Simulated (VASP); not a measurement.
Runs of VASP 6.6.1 on Lu. It takes space group P6_3/mmc (No. 194, hexagonal). The conventional cell has a = 3.507 Å, b = 3.507 Å, c = 5.477 Å, α = 90.00°, β = 90.00°, γ = 120.00°. Within 4.5 Å of Lu (site symmetry -6m2) lie 12 Lu at 3.41 to 3.51 Å. 

```csv
spin,smearing,gap on the mesh (eV),pressure (GPa)
off,gaussian 0.03 eV,none,0.0
off,gaussian 0.6 eV,none,(a)
off,gaussian 0.01 eV,none,-0.2
off,methfessel-paxton 0.01 eV,none,-0.1
off,fermi-dirac 1 eV,none,4.5
off,gaussian 0.1 eV,none,-0.1
"non-collinear, zero start, SOC",fermi-dirac 0.1 eV,-,-0.1
off,gaussian 0.2 eV,none,0.1
off,gaussian 0.3 eV,none,0.4
off,gaussian 1 eV,none,(b)
```

Alike in all rows: task single point; level PBE; potentials or basis VASP PAW PBE potentials, release 64 (Lu); cell as given; k mesh 10 × 10 × 6; cutoff (eV) 520.

Question: Estimate the missing entries.

Answer: (a) 0.9; (b) 1.6.

Caveats: spin-orbit coupling is left out, which moves the levels of the heavy elements (some runs).

A k mesh can miss the band edges, and rows without SOC leave out spin-orbit coupling on Lu.

A gap of «none» marks levels without a gap at the run's occupations.
